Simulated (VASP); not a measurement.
A run of VASP 6.6.1:

INCAR

```
SYSTEM = CdS
  PREC = Accurate
  ENCUT = 520
  EDIFF = 1E-7
  ISMEAR = 0
  SIGMA = 0.02
  LREAL = .FALSE.
  LASPH = .TRUE.
  NELM = 80
  ALGO = Normal
  ISIF = 2
  LWAVE = .FALSE.
  LCHARG = .FALSE.
  GGA = PS
  NBANDS = 16
```

KPOINTS

```
Automatic mesh
0
G
  8 8 8
  0 0 0
```

The input POSCAR:

```
CdS
1.0
    0.0000000000      2.8282581000      2.8282581000
    2.8282581000      0.0000000000      2.8282581000
    2.8282581000      2.8282581000      0.0000000000
Cd S
1 1
Direct
    0.0000000000      0.0000000000      0.0000000000
    0.7500000000      0.7500000000      0.7500000000
```

Potentials or basis: VASP PAW PBE potentials, release 64 (Cd, S).

Launch:

```bash
$ cat potpaw_PBE.64/Cd/POTCAR potpaw_PBE.64/S/POTCAR > POTCAR
$ mpirun -np 1 vasp_std > vasp.out
```

Hardware: 1 thread of Intel Xeon 6975P-C (shared host).

Task: Estimate the wall time of this run.

Result: Run time: 18 s on 1 thread of Intel Xeon 6975P-C, on a shared host, peak memory 0.17 GiB. Counts: scf iterations 15, k points 29.
